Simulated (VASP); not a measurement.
# EuOs in VASP: a series of runs

Runs on EuOs. Level: PBE+U. Tasks: single point.

Program: VASP 6.6.1. These are calculated values, not measurements. Logs are shortened: lines on timing, memory, paths and dates and some standing lists are left out, and cuts for length are marked.

## (1) The cell of the first run

It takes space group Pm-3m (No. 221, cubic). Conventional cell: a = 3.707 Å, b = 3.707 Å, c = 3.707 Å, α = 90.00°, β = 90.00°, γ = 90.00°. Eu (site symmetry m-3m) has 8 Os at 3.21 Å and 6 Eu at 3.71 Å within 4.2 Å. Os (site symmetry m-3m) has 8 Eu at 3.21 Å and 6 Os at 3.71 Å within 4.2 Å.

## (2) Single point, PBE+U, collinear spin, ferromagnetic start

INCAR

```
SYSTEM = EuOs
PREC = Accurate ; ENCUT = 520
EDIFF = 1E-6 ; ISMEAR = 0
SIGMA = 0.05 ; LREAL = .FALSE.
LASPH = .TRUE. ; NELM = 150
ALGO = Normal ; ISIF = 2
LWAVE = .FALSE. ; LCHARG = .FALSE.
ISPIN = 2 ; MAGMOM = 7 0
LORBIT = 11 ; LMAXMIX = 6
LDAU = .TRUE. ; LDAUTYPE = 2
LDAUL = 3 -1 ; LDAUU = 6 0
LDAUJ = 0 0 ; LDAUPRINT = 1
GGA = PE ; NBANDS = 24
```

KPOINTS

```
regular mesh
0
G
  8 8 8
  0 0 0
```

POSCAR

```
EuOs
1.0
    3.7074599916      0.0000000000      0.0000000000
    0.0000000000      3.7074599916      0.0000000000
    0.0000000000      0.0000000000      3.7074599916
Eu Os
1 1
Direct
    0.0000000000      0.0000000000      0.0000000000
    0.5000000000      0.5000000000      0.5000000000
```

Potentials or basis: VASP PAW PBE potentials, release 64 (Eu, Os).

Launch:

```console
$ cat potpaw_PBE.64/Eu/POTCAR potpaw_PBE.64/Os/POTCAR > POTCAR
$ mpirun -np 1 vasp_std > vasp.out
```

OUTCAR:

```text
SYSTEM = EuOs
   PREC = Accurate
   ENCUT = 520
   EDIFF = 1E-6
   ISMEAR = 0
   LREAL = .FALSE.
   LASPH = .TRUE.
   NELM = 150
   ISIF = 2
   ISPIN = 2
   LORBIT = 11
   GGA = PE

 ion  position               nearest neighbor table
   1  0.000  0.000  0.000-   2 3.21   2 3.21   2 3.21   2 3.21   2 3.21   2 3.21   2 3.21   2 3.21

   2  0.500  0.500  0.500-   1 3.21   1 3.21   1 3.21   1 3.21   1 3.21   1 3.21   1 3.21   1 3.21

  LATTYP: Found a simple cubic cell.
 ALAT       =     3.7074599916

  Lattice vectors:

 A1 = (   3.7074599916,   0.0000000000,   0.0000000000)
 A2 = (   0.0000000000,   3.7074599916,   0.0000000000)
 A3 = (   0.0000000000,   0.0000000000,   3.7074599916)

Analysis of symmetry for initial positions (statically):
=====================================================================
 Subroutine PRICEL returns:
 Original cell was already a primitive cell.

 Routine SETGRP: Setting up the symmetry group for a
 simple cubic supercell.

 Subroutine GETGRP returns: Found 48 space group operations
 (whereof 48 operations were pure point group operations)
 out of a pool of 48 trial point group operations.

The static configuration has the point symmetry O_h .

Analysis of symmetry for dynamics (positions and initial velocities):
=====================================================================
 Subroutine PRICEL returns:
 Original cell was already a primitive cell.

 Routine SETGRP: Setting up the symmetry group for a
 simple cubic supercell.

 Subroutine GETGRP returns: Found 48 space group operations
 (whereof 48 operations were pure point group operations)
 out of a pool of 48 trial point group operations.

The dynamic configuration has the point symmetry O_h .

Analysis of structural, dynamic, and magnetic symmetry:
=====================================================================
 Subroutine PRICEL returns:
 Original cell was already a primitive cell.

 Routine SETGRP: Setting up the symmetry group for a
 simple cubic supercell.

 Subroutine GETGRP returns: Found 48 space group operations
 (whereof 48 operations were pure point group operations)
 out of a pool of 48 trial point group operations.

The overall configuration has the point symmetry O_h .

 Subroutine INISYM returns: Found 48 space group operations
 (whereof 48 operations are pure point group operations),
 and found     1 'primitive' translations

----------------------------------------------------------------------------------------

                                     Primitive cell

  volume of cell :      50.9600

  direct lattice vectors                    reciprocal lattice vectors
     3.707459992  0.000000000  0.000000000     0.269726444  0.000000000  0.000000000
     0.000000000  3.707459992  0.000000000     0.000000000  0.269726444  0.000000000
     0.000000000  0.000000000  3.707459992     0.000000000  0.000000000  0.269726444

  length of vectors
     3.707459992  3.707459992  3.707459992     0.269726444  0.269726444  0.269726444

[... 109 lines left out ...]
   GGA     = PE    functional components
   LHFCALC =     F    Hartree Fock is set to
   AEXX    =    0.0000 exact exchange contribution
   IVDW    =     0    specifies the selected vdW correction
   LEPSILON=     F    determine dielectric tensor
   LRPA    =     F    only Hartree local field effects (RPA)
 spin polarized calculation
 Gauss-broadening in eV      SIGMA  =   0.05
  energy-cutoff  :      520.00
  volume of cell :       50.96
 maximum number of plane-waves:      1406
 NGX is ok and might be reduce to    28

atom =   1  type =  1  l = 3

 onsite density matrix

spin component  1

  0.9600  0.0000 -0.0028  0.0000  0.0000 -0.0000  0.0000
  0.0000  0.8936  0.0000 -0.0000  0.0000 -0.0000  0.0000
 -0.0028  0.0000  0.9615 -0.0000 -0.0000  0.0000 -0.0000
  0.0000 -0.0000 -0.0000  0.9578 -0.0000  0.0000  0.0000
  0.0000  0.0000 -0.0000 -0.0000  0.9615 -0.0000  0.0028
 -0.0000 -0.0000  0.0000  0.0000 -0.0000  0.9637 -0.0000
  0.0000  0.0000 -0.0000  0.0000  0.0028 -0.0000  0.9600

spin component  2

  0.0015  0.0000 -0.0003 -0.0000 -0.0000 -0.0000 -0.0000
  0.0000  0.0032  0.0000  0.0000 -0.0000  0.0000 -0.0000
 -0.0003  0.0000  0.0017  0.0000  0.0000  0.0000  0.0000
 -0.0000  0.0000  0.0000  0.0013 -0.0000 -0.0000  0.0000
 -0.0000 -0.0000  0.0000 -0.0000  0.0017 -0.0000  0.0003
 -0.0000  0.0000  0.0000 -0.0000 -0.0000  0.0019 -0.0000
 -0.0000 -0.0000  0.0000  0.0000  0.0003 -0.0000  0.0015

 occupancies and eigenvectors

  o =  0.0013  v =  0.0000  0.0000  0.0000  0.0000  0.0000  0.0000  0.0000 -0.7906  0.0000 -0.6124 -0.0000  0.0006 -0.0000 -0.0007      0.0000  0.0000  0.0000  0.0000  0.0000  0.0000  0.0000  0.0000  0.0000  0.0000  0.0000  0.0000  0.0000  0.0000
  o =  0.0013  v =  0.0000  0.0000  0.0000  0.0000  0.0000  0.0000  0.0000 -0.0007  0.0000 -0.0006 -0.0000 -0.6124 -0.0000  0.7906      0.0000  0.0000  0.0000  0.0000  0.0000  0.0000  0.0000  0.0000  0.0000  0.0000  0.0000  0.0000  0.0000  0.0000
  o =  0.0013  v =  0.0000  0.0000  0.0000  0.0000  0.0000  0.0000  0.0000  0.0000  0.0000  0.0000 -1.0000  0.0000 -0.0000 -0.0000      0.0000  0.0000  0.0000  0.0000  0.0000  0.0000  0.0000  0.0000  0.0000  0.0000  0.0000  0.0000  0.0000  0.0000
  o =  0.0019  v =  0.0000  0.0000  0.0000  0.0000  0.0000  0.0000  0.0000  0.5856  0.0000 -0.7560 -0.0000  0.2311  0.0000  0.1790      0.0000  0.0000  0.0000  0.0000  0.0000  0.0000  0.0000  0.0000  0.0000  0.0000  0.0000  0.0000  0.0000  0.0000
  o =  0.0019  v =  0.0000  0.0000  0.0000  0.0000  0.0000  0.0000  0.0000  0.1790 -0.0000 -0.2311 -0.0000 -0.7560 -0.0000 -0.5856      0.0000  0.0000  0.0000  0.0000  0.0000  0.0000  0.0000  0.0000  0.0000  0.0000  0.0000  0.0000  0.0000  0.0000
  o =  0.0019  v =  0.0000  0.0000  0.0000  0.0000  0.0000  0.0000  0.0000  0.0000  0.0000 -0.0000  0.0000  0.0000 -1.0000  0.0000      0.0000  0.0000  0.0000  0.0000  0.0000  0.0000  0.0000  0.0000  0.0000  0.0000  0.0000  0.0000  0.0000  0.0000
  o =  0.0032  v =  0.0000  0.0000  0.0000  0.0000  0.0000  0.0000  0.0000 -0.0000 -1.0000 -0.0000 -0.0000  0.0000 -0.0000  0.0000      0.0000  0.0000  0.0000  0.0000  0.0000  0.0000  0.0000  0.0000  0.0000  0.0000  0.0000  0.0000  0.0000  0.0000
  o =  0.8936  v =  0.0000  1.0000  0.0000  0.0000 -0.0000  0.0000 -0.0000  0.0000  0.0000  0.0000  0.0000  0.0000  0.0000  0.0000      0.0000  0.0000  0.0000  0.0000  0.0000  0.0000  0.0000  0.0000  0.0000  0.0000  0.0000  0.0000  0.0000  0.0000
  o =  0.9578  v =  0.0000  0.0000  0.0000 -0.9999 -0.0070 -0.0000  0.0090  0.0000  0.0000  0.0000  0.0000  0.0000  0.0000  0.0000      0.0000  0.0000  0.0000  0.0000  0.0000  0.0000  0.0000  0.0000  0.0000  0.0000  0.0000  0.0000  0.0000  0.0000
  o =  0.9578  v = -0.0002 -0.0000 -0.0001  0.0114 -0.6123  0.0000  0.7905  0.0000  0.0000  0.0000  0.0000  0.0000  0.0000  0.0000      0.0000  0.0000  0.0000  0.0000  0.0000  0.0000  0.0000  0.0000  0.0000  0.0000  0.0000  0.0000  0.0000  0.0000
  o =  0.9578  v = -0.7906  0.0000 -0.6124 -0.0000  0.0001 -0.0000 -0.0002  0.0000  0.0000  0.0000  0.0000  0.0000  0.0000  0.0000      0.0000  0.0000  0.0000  0.0000  0.0000  0.0000  0.0000  0.0000  0.0000  0.0000  0.0000  0.0000  0.0000  0.0000
  o =  0.9637  v =  0.0006 -0.0000 -0.0007 -0.0000 -0.0004  1.0000 -0.0003  0.0000  0.0000  0.0000  0.0000  0.0000  0.0000  0.0000      0.0000  0.0000  0.0000  0.0000  0.0000  0.0000  0.0000  0.0000  0.0000  0.0000  0.0000  0.0000  0.0000  0.0000
  o =  0.9637  v = -0.0001  0.0000  0.0002 -0.0000  0.7906  0.0005  0.6124  0.0000  0.0000  0.0000  0.0000  0.0000  0.0000  0.0000      0.0000  0.0000  0.0000  0.0000  0.0000  0.0000  0.0000  0.0000  0.0000  0.0000  0.0000  0.0000  0.0000  0.0000
  o =  0.9637  v = -0.6124 -0.0000  0.7906 -0.0000 -0.0002  0.0009 -0.0001  0.0000  0.0000  0.0000  0.0000  0.0000  0.0000  0.0000      0.0000  0.0000  0.0000  0.0000  0.0000  0.0000  0.0000  0.0000  0.0000  0.0000  0.0000  0.0000  0.0000  0.0000

 number of electron      24.9999996 magnetization       5.6913854

 Free energy of the ion-electron system (eV)
  ---------------------------------------------------
  ext. energy  EPLUGINS =         0.00000000
  ---------------------------------------------------
  free energy    TOTEN  =       -19.80585074 eV

  energy without entropy =      -19.80058323  energy(sigma->0) =      -19.80321699

 E-fermi :   3.0237     XC(G=0): -10.8351

 val. band max:        3.0223195026   @ k =   0.1250   0.1250   0.0000
 cond. band min:       3.0368874564   @ k =   0.2500   0.2500   0.0000
 fundamental gap:      0.0145679538
 Fermi energy:         3.0237096673

 spin component 1

 k-point     1 :       0.0000    0.0000    0.0000
  band No.  band energies     occupation
      1     -36.5649      1.00000
      2     -15.2583      1.00000
      3     -15.2583      1.00000
      4     -15.2583      1.00000
      5      -2.1494      1.00000
      6       0.9215      1.00000
[... 1289 lines left out ...]
     23      12.6484      0.00000
     24      13.3012      0.00000

 [... further k-points ...]
[... 5 lines left out ...]
  --------------------------------------------------------------------------------------
  -------------------------------------------------------------------------------------
  Total       -2.9836815     -2.9836815     -2.9836815      0.0000000      0.0000000     -0.0000000
  in kB      -93.8066509    -93.8066509    -93.8066509      0.0000000      0.0000000     -0.0000000
  external PRESSURE =     -93.8066509 kB  Pullay stress =       0.0000000 kB

 VOLUME and BASIS-vectors are now :
 -----------------------------------------------------------------------------
  energy-cutoff  :      520.00
  volume of cell :       50.96
      direct lattice vectors                 reciprocal lattice vectors
     3.707459992  0.000000000  0.000000000     0.269726444  0.000000000  0.000000000
     0.000000000  3.707459992  0.000000000     0.000000000  0.269726444  0.000000000
     0.000000000  0.000000000  3.707459992     0.000000000  0.000000000  0.269726444

 POSITION                                       TOTAL-FORCE (eV/Angst)
 -----------------------------------------------------------------------------------
      0.00000      0.00000      0.00000         0.000000      0.000000      0.000000
      1.85373      1.85373      1.85373         0.000000      0.000000      0.000000
 -----------------------------------------------------------------------------------
    total drift:                               -0.000000      0.000000      0.000000

  FREE ENERGIE OF THE ION-ELECTRON SYSTEM (eV)
  ---------------------------------------------------
  free  energy   TOTEN  =       -19.8058507448 eV

  energy  without entropy=      -19.8005832311  energy(sigma->0) =      -19.80321699

 total charge

# of ion       s       p       d       f       tot
--------------------------------------------------
    1        2.062   5.742   0.390   6.653  14.847
    2        0.628   0.161   5.949   0.000   6.738
--------------------------------------------------
tot          2.689   5.903   6.339   6.653  21.585

 magnetization (x)

# of ion       s       p       d       f       tot
--------------------------------------------------
    1       -0.003  -0.115   0.094   6.629   6.605
    2       -0.043   0.009  -1.180   0.000  -1.214
--------------------------------------------------
tot         -0.046  -0.105  -1.086   6.629   5.391
```

Run time: 2.5 min. Hardware: 1 thread of Intel Xeon 6975P-C (Granite Rapids), shared host; peak memory 0.24 GiB.

What came out:

| Quantity | Value |
| --- | --- |
| Free energy | -19.8059 eV |
| Pressure | -9.4 GPa |
| Net moment | 5.69 μB per cell |
| Site moments | Eu +6.61; Os -1.21 μB |
| Valence electrons inside the program's atomic spheres | Eu 14.85; Os 6.74 |

Eigenvalues of the final occupation matrices:
| site | spin | trace | eigenvalues |
| --- | --- | --- | --- |
| site 1 f | 1 | 6.66 | 0.89 0.96 0.96 0.96 0.96 0.96 0.96 |
| site 1 f | 2 | 0.01 | 0.00 0.00 0.00 0.00 0.00 0.00 0.00 |

Caveat: the cell stands under tension; spin-orbit coupling is left out, which moves the levels of the heavy elements. The state reached can hang on the start; a lower one may exist.

## (3) Single point, PBE+U, collinear spin, antiferromagnetic start

This run uses another cell than the first one: it holds 4 atoms, not 2.

INCAR

```
  PREC = Accurate
  ENCUT = 520
  EDIFF = 1E-7
  ISMEAR = 0
  SIGMA = 0.05
  LREAL = F
  LASPH = T
  NELM = 150
  ALGO = Normal
  ISIF = 2
  LWAVE = F
  LCHARG = T
  ISPIN = 2
  MAGMOM = 7 -7 0 0
  LORBIT = 11
  LMAXMIX = 6
  LDAU = T
  LDAUTYPE = 2
  LDAUL = 3 -1
  LDAUU = 6 0
  LDAUJ = 0 0
  LDAUPRINT = 1
  GGA = PE
  LELF = T
  LVHAR = T
  NBANDS = 37
```

KPOINTS

```
Automatic mesh
0
Gamma
  8 8 4
```

POSCAR

```
EuOs
1.0
    3.5222788475      0.0000000000      3.5222788475
    0.0000000000      3.5222788475      3.5222788475
    0.0000000000      0.0000000000      7.0445576950
Eu Os
2 2
Direct
    0.0000000000      0.0000000000      0.0000000000
    0.0000000000      0.0000000000      0.5000000000
    0.5000000000      0.5000000000      0.7500000000
    0.5000000000      0.5000000000      0.2500000000
```

Potentials or basis: VASP PAW PBE potentials, release 64 (Eu, Os).

Launch:

```console
$ cat potpaw_PBE.64/Eu/POTCAR potpaw_PBE.64/Os/POTCAR > POTCAR
$ mpirun -np 1 vasp_std > vasp.out
```

Run time: 8.9 min. Hardware: 1 thread of Intel Xeon 6975P-C (Granite Rapids), shared host; peak memory 0.4 GiB.

The run converged. Its results:

```yaml
Free_energy: -40.5917 eV
Pressure: -4.4 GPa
Band_gap_on_the_k_mesh: zero (filled and empty bands overlap)
Net_moment: 0.00 μB per cell
Site_moments: Eu +6.15, -6.15; Os +0.00 μB
Valence_electrons_inside_the_program's_atomic_spheres: Eu 14.65; Os 6.96
```

Levels at points of the mesh, in eV from the Fermi level:
Spin up:
```
           k point  band 22  band 23  band 24  band 25  band 26  band 27  band 28  band 29
(0.00, 0.00, 0.00)    -0.43    -0.43    -0.19    -0.19    -0.19     0.14     1.12     1.12
(0.50, 0.00, 0.00)    -0.32    -0.32    -0.27     0.83     1.06     1.21     1.36     1.41
(0.00, 0.00, 0.50)    -1.20    -0.95    -0.95    -0.93    -0.93     0.37     3.34     3.34
```
Spin down:
```
           k point  band 23  band 24  band 25  band 26  band 27  band 28
(0.00, 0.00, 0.00)    -0.43    -0.19    -0.19    -0.19     0.14     1.12
(0.50, 0.00, 0.00)    -0.32    -0.27     0.83     1.06     1.21     1.36
(0.00, 0.00, 0.50)    -0.95    -0.95    -0.93    -0.93     0.37     3.34
```

Eigenvalues of the final occupation matrices:
```tsv
site	spin	trace	eigenvalues
site 1 f	1	6.15	0.21 0.99 0.99 0.99 0.99 0.99 0.99
site 1 f	2	0.03	0.00 0.00 0.00 0.00 0.00 0.00 0.01
site 2 f	1	0.03	0.00 0.00 0.00 0.00 0.00 0.00 0.01
site 2 f	2	6.15	0.21 0.99 0.99 0.99 0.99 0.99 0.99
```

Caveat: the cell stands under tension; the antiferromagnetic order is the one typed at the start, and another may lie lower; spin-orbit coupling is left out, which moves the levels of the heavy elements. The state reached can hang on the start; a lower one may exist.

## (4) Single point, PBE+U, collinear spin, ferromagnetic start (atom 2 (Os) moved 0.08 Å along x)

INCAR

```
SYSTEM = EuOs
  PREC = Accurate
  ENCUT = 520
  EDIFF = 1E-6
  ISMEAR = 0
  SIGMA = 0.05
  LREAL = .False.
  LASPH = .True.
  NELM = 150
  ALGO = Normal
  ISIF = 2
  LWAVE = .False.
  LCHARG = .False.
  ISPIN = 2
  MAGMOM = 7.42 0
  LORBIT = 11
  LMAXMIX = 6
  LDAU = .True.
  LDAUTYPE = 2
  LDAUL = 3 -1
  LDAUU = 6 0
  LDAUJ = 0 0
  LDAUPRINT = 1
  GGA = PE
  NBANDS = 24
```

KPOINTS

```
Automatic mesh
0
Gamma
  8 8 8
  0 0 0
```

POSCAR

```
EuOs
1.0
    3.5222788475      0.0000000000      0.0000000000
    0.0000000000      3.5222788475      0.0000000000
    0.0000000000      0.0000000000      3.5222788475
Eu Os
1 1
Direct
    0.0000000000      0.0000000000      0.0000000000
    0.5227125686      0.5000000000      0.5000000000
```

Launch:

```console
$ cat potpaw_PBE.64/Eu/POTCAR potpaw_PBE.64/Os/POTCAR > POTCAR
$ mpirun -np 1 vasp_std > vasp.out
```

Run time: 5.3 min. Hardware: 1 thread of Intel Xeon 6975P-C (Granite Rapids), shared host; peak memory 0.3 GiB.

Results (log left out):

```yaml
Free_energy: -20.2563 eV
Pressure: -4.1 GPa
Largest_force: 0.380 eV/Å
Net_moment: 5.97 μB per cell
Site_moments: Eu +6.10; Os -0.35 μB
Valence_electrons_inside_the_program's_atomic_spheres: Eu 14.64; Os 6.96
```

Forces in eV/Å, atoms in the order of the input:
```
Eu   0.380  0.000  0.000
Os  -0.380  0.000  0.000
```

Stress tensor (GPa, compression positive):
```
-4.21  0.00  0.00
 0.00 -4.06  0.00
 0.00  0.00 -4.06
```

Levels at points of the mesh, in eV from the Fermi level:
Spin up:
| k point | band 12 | band 13 | band 14 | band 15 | band 16 | band 17 | band 18 | band 19 | band 20 | band 21 |
| --- | --- | --- | --- | --- | --- | --- | --- | --- | --- | --- |
| (0.00, 0.00, 0.00) | -3.00 | -2.98 | -0.21 | -0.17 | -0.17 | 0.44 | 3.49 | 3.56 | 7.16 | 7.16 |
| (0.50, 0.00, 0.00) | -1.82 | -1.56 | -0.35 | -0.16 | -0.16 | 1.00 | 1.20 | 1.57 | 2.87 | 2.87 |
| (0.00, 0.50, 0.00) | -1.82 | -1.54 | -0.34 | -0.24 | -0.17 | 1.06 | 1.18 | 1.57 | 2.90 | 2.91 |
| (0.50, 0.50, 0.00) | -2.79 | -1.47 | -1.47 | 0.35 | 1.22 | 1.31 | 2.62 | 2.65 | 4.31 | 7.02 |
| (0.00, 0.50, 0.50) | -2.78 | -1.45 | -1.45 | 0.34 | 1.22 | 1.31 | 2.64 | 2.64 | 4.25 | 6.95 |
| (0.50, 0.50, 0.50) | -0.95 | -0.93 | -0.53 | -0.50 | -0.50 | 0.00 | 1.29 | 1.29 | 3.93 | 7.89 |
Spin down:
```
           k point  band 7  band 8  band 9  band 10  band 11  band 12  band 13  band 14
(0.00, 0.00, 0.00)   -2.94   -0.32   -0.30    -0.30     4.05     4.13     4.92     5.52
(0.50, 0.00, 0.00)   -1.39   -0.42   -0.42     0.03     1.30     1.77     3.46     3.46
(0.00, 0.50, 0.00)   -1.40   -0.46   -0.43     0.03     1.29     1.80     3.47     3.48
(0.50, 0.50, 0.00)   -1.49   -1.49    0.97     1.17     2.82     2.84     4.71     4.93
(0.00, 0.50, 0.50)   -1.47   -1.47    0.97     1.16     2.84     2.84     4.72     4.87
(0.50, 0.50, 0.50)   -0.92   -0.20   -0.17    -0.17     1.03     1.03     2.43     5.68
```

Eigenvalues of the final occupation matrices:
```tsv
site	spin	trace	eigenvalues
site 1 f	1	6.11	0.17 0.99 0.99 0.99 0.99 0.99 0.99
site 1 f	2	0.03	0.00 0.00 0.00 0.01 0.01 0.01 0.01
```

Caveat: the cell differs from its parent crystal (atom 2 (Os) moved 0.08 Å along x); the cell stands under tension; spin-orbit coupling is left out, which moves the levels of the heavy elements. The state reached can hang on the start; a lower one may exist.

## (5) Summary

| spin | cell | k mesh | gap on the mesh (eV) | pressure (GPa) | moment (μB) |
| --- | --- | --- | --- | --- | --- |
| collinear, ferromagnetic start | a = 3.707 Å, 2 atoms, atomic positions A | 8 × 8 × 8 | none | -9.4 | 5.69 |
| collinear, antiferromagnetic start | a = 4.981, b = 4.981, c = 7.045 Å, angles 45.0, 45.0, 60.0°, 4 atoms, atomic positions B | 8 × 8 × 4 | none | -4.4 | 0.00 |
| collinear, ferromagnetic start | a = 3.522 Å, 2 atoms, atomic positions C | 8 × 8 × 8 | none | -4.1 | 5.97 |

Alike in all rows: task single point; level PBE+U; potentials or basis VASP PAW PBE potentials, release 64 (Eu, Os); Eu f U = 6.0 eV; cutoff (eV) 520; smearing gaussian 0.05 eV.

Caveats: the cell stands under tension; spin-orbit coupling is left out, which moves the levels of the heavy elements; the antiferromagnetic order is the one typed at the start, and another may lie lower (at least some runs).

Total energies depend on the potentials used, so only differences within one code and one set of settings carry meaning.
